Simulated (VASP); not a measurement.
# CdS: single point with PBE0

The system is CdS.

```
CELL_PARAMETERS angstrom
0.00000 2.93921 2.93921
2.93921 0.00000 2.93921
2.93921 2.93921 0.00000
ATOMIC_POSITIONS crystal
Cd 0.00000 0.00000 0.00000
S 0.25000 0.25000 0.25000
```

```
Program             : VASP 6.6.1
Task                : single point
Functional          : PBE0
Potentials or basis : VASP PAW PBE potentials, release 64 (Cd, S)
Cutoff              : 520 eV
k mesh              : 6 × 6 × 6
Occupations         : gaussian, width 0.01 eV
Spin                : no spin polarisation
```

```json
{
  "Pressure": "0.3 GPa",
  "Band gap on the k mesh": "2.77 eV"
}
```

Levels at points of the mesh, in eV from the valence-band top:
| k point | band 5 | band 6 | band 7 | band 8 | band 9 | band 10 | band 11 | band 12 | band 13 | band 14 |
| --- | --- | --- | --- | --- | --- | --- | --- | --- | --- | --- |
| (0.00, 0.00, 0.00) | -8.38 | -8.38 | 0.00 | 0.00 | 0.00 | 2.77 | 8.44 | 8.44 | 8.44 | 13.34 |
| (0.50, 0.00, 0.00) | -8.35 | -7.98 | -4.61 | -0.79 | -0.79 | 4.77 | 8.88 | 8.88 | 9.32 | 12.95 |
| (0.50, 0.50, 0.00) | -8.30 | -7.90 | -4.17 | -1.96 | -1.96 | 5.17 | 6.16 | 11.17 | 12.88 | 12.88 |

Wall time 40 min on 1 thread of Oxide Virtual Turin-like Processor, with other jobs on the host, peak memory 0.17 GiB.

Caveat: the PAW data sets were made with another functional, which shifts forces and pressure a little.
